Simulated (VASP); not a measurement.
Input of a VASP 6.6.1 run:

File INCAR:

```
SYSTEM = CoO
PREC = Accurate ; ENCUT = 700
EDIFF = 1E-6 ; ISMEAR = 0
SIGMA = 0.02 ; LREAL = .FALSE.
LASPH = .TRUE. ; NELM = 200
ALGO = Normal ; ISIF = 2
LWAVE = .FALSE. ; LCHARG = .FALSE.
ISPIN = 2 ; MAGMOM = 3 0
LORBIT = 11 ; LMAXMIX = 4
LDAU = .TRUE. ; LDAUTYPE = 2
LDAUL = 2 -1 ; LDAUU = 3.32 0
LDAUJ = 0 0 ; LDAUPRINT = 1
GGA = PE ; NBANDS = 22
GGA_COMPAT = .FALSE.
```

KPOINTS

```
regular mesh
0
G
  10 10 10
  0 0 0
```

The input POSCAR:

```
CoO
1.0
    2.6612513074      0.0000000000      0.0000000000
    0.0000000000      2.6612513074      0.0000000000
    0.0000000000      0.0000000000      2.6612513074
Co O
1 1
Direct
    0.0000000000      0.0000000000      0.0000000000
    0.5000000000      0.5000000000      0.5000000000
```

Potentials or basis: VASP PAW PBE potentials, release 64 (Co_sv, O).

Command:

```console
$ cat potpaw_PBE.64/Co_sv/POTCAR potpaw_PBE.64/O/POTCAR > POTCAR
$ mpirun -np 1 vasp_std > vasp.out
```

Task: Estimate the pressure.

Result: -2.8 GPa.

Task: Predict the site moments.

Result: Co +2.63; O +0.26 μB.

Task: What does it give for the net moment?

Result: 3.00 μB per cell.

Eigenvalues of the final occupation matrices:
| site | spin | trace | eigenvalues |
| --- | --- | --- | --- |
| site 1 d | 1 | 4.66 | 0.91 0.91 0.94 0.94 0.94 |
| site 1 d | 2 | 2.03 | 0.08 0.08 0.08 0.89 0.89 |

Caveat: a cell with one magnetic atom can't hold antiferromagnetic order, which such compounds often take. The state reached can hang on the start; a lower one may exist.
